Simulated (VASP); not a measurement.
# Cr (Im-3m) in VASP: notebook

Runs on Cr. Level: r2SCAN. Tasks: single point.

All numbers are computed with VASP 6.6.1; they aren't measurements. Logs are shortened: lines on timing, memory, paths and dates and some standing lists are left out, and cuts for length are marked.

## (1) The cell of the first run

The structure is cubic, space group Im-3m (No. 229). The conventional cell has a = 2.959 Å, b = 2.959 Å, c = 2.959 Å, α = 90.00°, β = 90.00°, γ = 90.00°. Cr (site symmetry m-3m) has 14 Cr at 2.56 to 2.96 Å within 3.4 Å.

## (2) Single point, r2SCAN, collinear spin, antiferromagnetic start

POSCAR reads:

```
Cr
1.0
    2.9593618955      0.0000000000      0.0000000000
    0.0000000000      2.9593618955      0.0000000000
    0.0000000000      0.0000000000      2.9593618955
Cr
2
Direct
    0.0000000000      0.0000000000      0.0000000000
    0.5000000000      0.5000000000      0.5000000000
```

INCAR.step1 reads:

```
SYSTEM = Cr
PREC     = Accurate       ! precision mode
ENCUT    = 520            ! plane-wave cutoff, eV
ISMEAR   = 0              ! smearing method
SIGMA    = 0.05           ! smearing width, eV
LREAL    = .FALSE.        ! projectors in reciprocal space
LASPH    = .TRUE.         ! aspherical terms in the spheres
NELM     = 150            ! most SCF steps
ISPIN    = 2              ! spin polarisation
MAGMOM   = 2.07 -2.07     ! initial moments
LMAXMIX  = 4              ! l up to which the mixer works
NBANDS   = 23             ! bands
GGA      = PE             ! functional
ALGO     = Normal         ! electronic algorithm
EDIFF    = 1E-4           ! SCF threshold, eV
LWAVE    = .TRUE.         ! write WAVECAR
LCHARG   = .FALSE.        ! write CHGCAR
```

INCAR.step2 reads:

```
SYSTEM = Cr
PREC     = Accurate       ! precision mode
ENCUT    = 520            ! plane-wave cutoff, eV
EDIFF    = 1E-7           ! SCF threshold, eV
ISMEAR   = 0              ! smearing method
SIGMA    = 0.05           ! smearing width, eV
LREAL    = .FALSE.        ! projectors in reciprocal space
LASPH    = .TRUE.         ! aspherical terms in the spheres
NELM     = 150            ! most SCF steps
ALGO     = Normal         ! electronic algorithm
ISIF     = 2              ! what is computed and relaxed
LWAVE    = .FALSE.        ! write WAVECAR
LCHARG   = .FALSE.        ! write CHGCAR
ISPIN    = 2              ! spin polarisation
MAGMOM   = 2.07 -2.07     ! initial moments
LORBIT   = 11             ! projections on sites
LMAXMIX  = 4              ! l up to which the mixer works
METAGGA  = R2SCAN         ! meta-GGA
LMIXTAU  = .TRUE.       
NBANDS   = 23             ! bands
ISTART   = 1
```

KPOINTS reads:

```
regular mesh
0
G
  16 16 16
  0 0 0
```

Potentials or basis: VASP PAW PBE potentials, release 64 (Cr_pv).

The run is started by

```console
$ cat potpaw_PBE.64/Cr_pv/POTCAR > POTCAR
$ cp INCAR.step1 INCAR
$ mpirun -np 1 vasp_std > vasp.out
$ cp INCAR.step2 INCAR
$ mpirun -np 1 vasp_std > vasp.out
```

OUTCAR:

```text
SYSTEM = Cr
   PREC = Accurate
   ENCUT = 520
   EDIFF = 1E-7
   ISMEAR = 0
   LREAL = .FALSE.
   LASPH = .TRUE.
   NELM = 150
   ISIF = 2
   ISPIN = 2
   LORBIT = 11
   METAGGA = R2SCAN
   ISTART = 1

 ion  position               nearest neighbor table
   1  0.000  0.000  0.000-   2 2.56   2 2.56   2 2.56   2 2.56   2 2.56   2 2.56   2 2.56   2 2.56

   2  0.500  0.500  0.500-   1 2.56   1 2.56   1 2.56   1 2.56   1 2.56   1 2.56   1 2.56   1 2.56

  LATTYP: Found a simple cubic cell.
 ALAT       =     2.9593618955

  Lattice vectors:

 A1 = (   2.9593618955,   0.0000000000,   0.0000000000)
 A2 = (   0.0000000000,   2.9593618955,   0.0000000000)
 A3 = (   0.0000000000,   0.0000000000,   2.9593618955)

Analysis of symmetry for initial positions (statically):
=====================================================================
 Subroutine PRICEL returns following result:

  LATTYP: Found a body centered cubic cell.
 ALAT       =     2.9593618955

  Lattice vectors:

 A1 = (   1.4796809477,   1.4796809478,  -1.4796809477)
 A2 = (  -1.4796809477,   1.4796809477,   1.4796809477)
 A3 = (   1.4796809477,  -1.4796809477,   1.4796809478)

   2 primitive cells build up your supercell.

 Routine SETGRP: Setting up the symmetry group for a
 simple cubic supercell.

 Subroutine GETGRP returns: Found 48 space group operations
 (whereof 48 operations were pure point group operations)
 out of a pool of 48 trial point group operations.

The static configuration has the point symmetry O_h .

Analysis of symmetry for dynamics (positions and initial velocities):
=====================================================================
 Subroutine PRICEL returns following result:

  LATTYP: Found a body centered cubic cell.
 ALAT       =     2.9593618955

  Lattice vectors:

 A1 = (   1.4796809477,   1.4796809478,  -1.4796809477)
 A2 = (  -1.4796809477,   1.4796809477,   1.4796809477)
 A3 = (   1.4796809477,  -1.4796809477,   1.4796809478)

   2 primitive cells build up your supercell.

 Routine SETGRP: Setting up the symmetry group for a
 simple cubic supercell.

 Subroutine GETGRP returns: Found 48 space group operations
 (whereof 48 operations were pure point group operations)
 out of a pool of 48 trial point group operations.

The dynamic configuration has the point symmetry O_h .

Analysis of structural, dynamic, and magnetic symmetry:
=====================================================================
 Subroutine PRICEL returns following result:

  LATTYP: Found a body centered cubic cell.
 ALAT       =     2.9593618955

  Lattice vectors:

 A1 = (   1.4796809477,   1.4796809478,  -1.4796809477)
 A2 = (  -1.4796809477,   1.4796809477,   1.4796809477)
 A3 = (   1.4796809477,  -1.4796809477,   1.4796809478)

   2 primitive cells build up your supercell.

 Routine SETGRP: Setting up the symmetry group for a
 simple cubic supercell.

 Subroutine GETGRP returns: Found 48 space group operations
 (whereof 48 operations were pure point group operations)
 out of a pool of 48 trial point group operations.

The overall configuration has the point symmetry O_h .

 Subroutine INISYM returns: Found 48 space group operations
 (whereof 48 operations are pure point group operations),
 and found     2 'primitive' translations

----------------------------------------------------------------------------------------

                                     Primitive cell

  volume of cell :      12.9588

  direct lattice vectors                    reciprocal lattice vectors
     1.479680948  1.479680948 -1.479680948     0.337910683  0.337910683  0.000000000
    -1.479680948  1.479680948  1.479680948    -0.000000000  0.337910683  0.337910683
     1.479680948 -1.479680948  1.479680948     0.337910683  0.000000000  0.337910683

  length of vectors
     2.562882580  2.562882580  2.562882580     0.477877871  0.477877871  0.477877871

  position of ions in fractional coordinates (direct lattice)
     0.000000000  0.000000000  0.000000000

  ion indices of the primitive-cell ions
   primitive index   ion index
                 1           1

----------------------------------------------------------------------------------------

 KPOINTS: regular mesh

Automatic generation of k-mesh.
 Grid dimensions read from file:
 generate k-points for:   16   16   16

 Generating k-lattice:

  Cartesian coordinates                     Fractional coordinates (reciprocal lattice)
     0.021119418  0.000000000  0.000000000     0.062500000  0.000000000  0.000000000
     0.000000000  0.021119418  0.000000000     0.000000000  0.062500000  0.000000000
     0.000000000  0.000000000  0.021119418     0.000000000  0.000000000  0.062500000

  Length of vectors
     0.021119418  0.021119418  0.021119418

  Shift w.r.t. Gamma in fractional coordinates (k-lattice)
     0.000000000  0.000000000  0.000000000

 Subroutine IBZKPT returns following result:
 ===========================================

 Found    165 irreducible k-points:

 Following reciprocal coordinates:
            Coordinates               Weight
  0.000000  0.000000  0.000000      1.000000
  0.062500  0.000000  0.000000      6.000000
  0.125000  0.000000  0.000000      6.000000
  0.187500  0.000000  0.000000      6.000000
  0.250000  0.000000  0.000000      6.000000
  0.312500  0.000000  0.000000      6.000000
[... 16 lines left out ...]
  0.437500  0.125000  0.000000     24.000000
  0.500000  0.125000  0.000000     12.000000
 [... further k-points ...]
   k-points           NKPTS =    165   k-points in BZ     NKDIM =    165   number of bands    NBANDS=     23
   number of dos      NEDOS =    301   number of ions     NIONS =      2
   total plane-waves  NPLWV =  13824
   dimension x,y,z NGX =    24 NGY =   24 NGZ =   24
   dimension x,y,z NGXF=    48 NGYF=   48 NGZF=   48
   ions per type =               2
   NGX,Y,Z   is equivalent  to a cutoff of  13.48, 13.48, 13.48 a.u.
   NGXF,Y,Z  is equivalent  to a cutoff of  26.96, 26.96, 26.96 a.u.
 SYSTEM =  Cr
   PREC   = accura    normal or accurate (medium, high low for compatibility)
   ISTART =      1    job   : 0-new  1-cont  2-samecut
   ICHARG =      0    charge: 1-file 2-atom 10-const
   ISPIN  =      2    spin polarized calculation?
   LNONCOLLINEAR =      F non collinear calculations
   LSORBIT =      F    spin-orbit coupling
   LASPH  =      T    aspherical Exc in radial PAW
   ENCUT  =  520.0 eV  38.22 Ry    6.18 a.u.   5.50  5.50  5.50*2*pi/ulx,y,z
   NELM   =    150;   NELMIN=  2; NELMDL=  0     # of ELM steps
   EDIFF  = 0.1E-06   stopping-criterion for ELM
   LREAL  =      F    real-space projection
   EDIFFG = 0.1E-05   stopping-criterion for IOM
   NSW    =      0    number of steps for IOM
   IBRION =     -1    ionic relax: 0-MD 1-quasi-New 2-CG
   NFREE  =      0    steps in history (QN), initial steepest desc. (CG)
   ISIF   =      2    stress and relaxation
   ISYM   =      2    0-nonsym 1-usesym 2-fastsym
   POTIM  = 0.5000    time-step for ionic-motion
   TEBEG  =    0.0;   TEEND  =   0.0 temperature during run
   PSTRESS=    0.0 pullay stress
   NELECT =      24.0000    total number of electrons
   NUPDOWN=      -1.0000    fix difference up-down
   EMIN   =  10.00;   EMAX   =-10.00  energy-range for DOS
   EFERMI =   0.00;   METHOD = LEGACY
   ISMEAR =     0;   SIGMA  =   0.05  broadening in eV -4-tet -1-fermi 0-gaus
   EFERMI_NEDOS =   21; number of points for ismear=-14 and -15
   IALGO  =     38    algorithm
   IMIX   =      4    mixing-type and parameters
     AMIX     =   0.40;   BMIX     =  1.00
     AMIX_MAG =   1.60;   BMIX_MAG =  1.00
  volume/ion in A,a.u.               =      12.96        87.45
  Fermi-wavevector in a.u.,A,eV,Ry     =   1.595685  3.015407 34.643299  2.546211
  Thomas-Fermi vector in A             =   2.693565
   LORBIT       =     11    0 simple, 1 ext, 2 COOP (PROOUT), +10 PAW based schemes
   METAGGA = R2SCAN    functional components
   LHFCALC =     F    Hartree Fock is set to
   AEXX    =    0.0000 exact exchange contribution
   IVDW    =     0    specifies the selected vdW correction
   LEPSILON=     F    determine dielectric tensor
   LRPA    =     F    only Hartree local field effects (RPA)
 spin polarized calculation
 Gauss-broadening in eV      SIGMA  =   0.05
  energy-cutoff  :      520.00
  volume of cell :       25.92
 maximum number of plane-waves:       739
 NGX is ok and might be reduce to    24
   NGX = 11   NGY = 11   NGZ = 11

 number of electron      24.0000021 magnetization      -0.0000000

 number of electron      24.0000021 magnetization       0.0000000

 Free energy of the ion-electron system (eV)
  ---------------------------------------------------
  ext. energy  EPLUGINS =         0.00000000
  ---------------------------------------------------
  free energy    TOTEN  =       -30.14579104 eV

  energy without entropy =      -30.14541600  energy(sigma->0) =      -30.14560352

 E-fermi :   9.8568     XC(G=0): -14.0962

 val. band max:        9.8291693011   @ k =   0.5000   0.4375   0.0625
 cond. band min:       9.8633882333   @ k =   0.4375   0.0625   0.0000
 fundamental gap:      0.0342189322
 Fermi energy:         9.8568061821

 spin component 1

 k-point     1 :       0.0000    0.0000    0.0000
  band No.  band energies     occupation
      1     -36.3481      1.00000
      2     -36.3481      1.00000
      3     -36.3481      1.00000
      4     -32.9392      1.00000
      5     -32.9392      1.00000
      6     -32.9392      1.00000
[... 613 lines left out ...]
     22      24.3016      0.00000
     23      27.2312      0.00000

 [... further k-points ...]

 spin component 2

 k-point     1 :       0.0000    0.0000    0.0000
  band No.  band energies     occupation
      1     -36.3481      1.00000
      2     -36.3481      1.00000
      3     -36.3481      1.00000
      4     -32.9392      1.00000
      5     -32.9392      1.00000
      6     -32.9392      1.00000
[... 613 lines left out ...]
     22      24.3016      0.00000
     23      27.2312      0.00000

 [... further k-points ...]
[... 5 lines left out ...]
  --------------------------------------------------------------------------------------
  -------------------------------------------------------------------------------------
  Total        0.0800615      0.0800615      0.0800615      0.0000000      0.0000000      0.0000000
  in kB        4.9492600      4.9492600      4.9492600      0.0000000      0.0000000      0.0000000
  external PRESSURE =       4.9492600 kB  Pullay stress =       0.0000000 kB

 VOLUME and BASIS-vectors are now :
 -----------------------------------------------------------------------------
  energy-cutoff  :      520.00
  volume of cell :       25.92
      direct lattice vectors                 reciprocal lattice vectors
     2.959361895  0.000000000  0.000000000     0.337910683  0.000000000  0.000000000
     0.000000000  2.959361895  0.000000000     0.000000000  0.337910683  0.000000000
     0.000000000  0.000000000  2.959361895     0.000000000  0.000000000  0.337910683

 POSITION                                       TOTAL-FORCE (eV/Angst)
 -----------------------------------------------------------------------------------
      0.00000      0.00000      0.00000        -0.000000     -0.000000     -0.000000
      1.47968      1.47968      1.47968         0.000000      0.000000      0.000000
 -----------------------------------------------------------------------------------
    total drift:                                0.000000      0.000000     -0.000000

  FREE ENERGIE OF THE ION-ELECTRON SYSTEM (eV)
  ---------------------------------------------------
  free  energy   TOTEN  =       -30.1457910386 eV

  energy  without entropy=      -30.1454160046  energy(sigma->0) =      -30.14560352

 total charge

# of ion       s       p       d       tot
------------------------------------------
    1        0.656   6.355   4.070  11.081
    2        0.656   6.355   4.070  11.081
--------------------------------------------------
tot          1.313  12.709   8.141  22.163

 magnetization (x)

# of ion       s       p       d       tot
------------------------------------------
    1        0.095   0.043   2.538   2.676
    2       -0.095  -0.043  -2.538  -2.676
--------------------------------------------------
tot          0.000   0.000   0.000   0.000
```

It took 3.6 min on 1 thread of Intel Xeon 6975P-C (Granite Rapids), shared host; peak memory 0.25 GiB.

Results:

| Quantity | Value |
| --- | --- |
| Free energy | -30.1458 eV |
| Pressure | 0.5 GPa |
| Band gap on the k mesh | zero (filled and empty bands overlap) |
| Net moment | 0.00 μB per cell |
| Site moments | Cr +2.68, -2.68 μB |
| Valence electrons inside the program's atomic spheres | Cr 11.08 |

Levels at points of the mesh, in eV from the Fermi level:
Spin up:
| k point | band 10 | band 11 | band 12 | band 13 | band 14 | band 15 |
| --- | --- | --- | --- | --- | --- | --- |
| (0.00, 0.00, 0.00) | -1.56 | -1.56 | -1.56 | 0.98 | 1.59 | 1.59 |
| (0.50, 0.00, 0.00) | -1.93 | -1.93 | -1.06 | -0.20 | 0.83 | 1.19 |
| (0.50, 0.50, 0.00) | -2.73 | 0.20 | 0.27 | 0.27 | 0.74 | 1.09 |
| (0.50, 0.50, 0.50) | -1.41 | -1.41 | -1.41 | 0.25 | 0.25 | 0.93 |
Spin down:
```
           k point  band 10  band 11  band 12  band 13  band 14  band 15
(0.00, 0.00, 0.00)    -1.56    -1.56    -1.56     0.98     1.59     1.59
(0.50, 0.00, 0.00)    -1.93    -1.93    -1.06    -0.20     0.83     1.19
(0.50, 0.50, 0.00)    -2.73     0.20     0.27     0.27     0.74     1.09
(0.50, 0.50, 0.50)    -1.41    -1.41    -1.41     0.25     0.25     0.93
```

Caveat: the antiferromagnetic order is the one typed at the start, and another may lie lower; the PAW data sets were made with another functional, which shifts forces and pressure a little.

(Part 1 of 3 ends here.)

The gap in the log of VASP goes by the Fermi energy; the results here count the filled bands.